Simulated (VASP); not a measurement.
A run of VASP 6.6.1 is set up as follows.

INCAR

```
PREC = Accurate
ENCUT = 520
EDIFF = 1E-6
ISMEAR = -1
SIGMA = 0.1
LREAL = False
LASPH = True
NELM = 60
ALGO = Normal
ISIF = 2
LWAVE = False
LCHARG = True
GGA = CA
LELF = True
LVHAR = True
NBANDS = 13
```

KPOINTS

```
regular mesh
0
Gamma
  10 10 10
```

The input POSCAR:

```
W
1.0
   -1.5851580000      1.5851580000      1.5851580000
    1.5851580000     -1.5851580000      1.5851580000
    1.5851580000      1.5851580000     -1.5851580000
W
1
Direct
    0.0000000000      0.0000000000      0.0000000000
```

Potentials or basis: VASP PAW LDA potentials, release 64 (W_sv).

Run with:

```sh
$ cat potpaw_LDA.64/W_sv/POTCAR > POTCAR
$ mpirun -np 1 vasp_std > vasp.out
```

Q: Predict the pressure.

A: -8.2 GPa.

Q: Estimate the band gap on the k mesh.

A: Zero (band 7 reaches 16.34 eV, above the bottom of band 8 at 9.98 eV).

Caveat: spin-orbit coupling is left out, which moves the levels of the heavy elements.
